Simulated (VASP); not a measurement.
Wanted: the native input for a VASP 6.6.1 run.

* Task: single point
* Functional: PBE
* Potentials or basis: VASP PAW PBE potentials, release 64 (Sn_d, Se)
* Cutoff: 500 eV
* k mesh: 6 × 6 × 3
* Occupations: fermi-dirac, width 0.05 eV
* Spin: no spin polarisation
* Dipole correction: no
* Further INCAR settings: ALGO = Normal; EDIFF = 1e-06; NBANDS = 28

The structure of SnSe lies in POSCAR:

```
SnSe
1.0
    4.2853274191      0.0000000000      0.0000000000
    0.0000000000      4.2853274191      0.0000000000
    0.0000000000      0.0000000000     10.9906921300
Sn Se
2 2
Direct
   -0.0063370000      0.5199340000      0.6315400000
    0.4975500000      0.0058490000      0.3760690000
   -0.0013960000      0.4921140000      0.3814630000
    0.5127100000     -0.0029170000      0.6148800000
```

This cell differs from its parent crystal: atoms moved at random.

These files were run (other wordings do the same):

INCAR

```
  PREC = Accurate
  ENCUT = 500
  EDIFF = 1E-6
  ISMEAR = -1
  SIGMA = 0.05
  LREAL = F
  LASPH = T
  NELM = 120
  ALGO = Normal
  ISIF = 2
  LWAVE = F
  LCHARG = F
  GGA = PE
  NBANDS = 28
  GGA_COMPAT = F
```

KPOINTS

```
regular mesh
0
Gamma
  6 6 3
```

Potentials or basis: VASP PAW PBE potentials, release 64 (Sn_d, Se).

The run is started by

```bash
$ cat potpaw_PBE.64/Sn_d/POTCAR potpaw_PBE.64/Se/POTCAR > POTCAR
$ mpirun -np 1 vasp_std > vasp.out
```

It gave:

| Item | Value |
| --- | --- |
| Largest force | 0.698 eV/Å |
| Band gap on the k mesh | 1.50 eV |

Caveat: the cell differs from its parent crystal (atoms moved at random); there is no dipole correction, which matters where the two faces differ; spin-orbit coupling is left out, which moves the levels of the heavy elements.

Run time: 7.6 min on 1 thread of Oxide Virtual Turin-like Processor, on a shared host, peak memory 0.39 GiB.
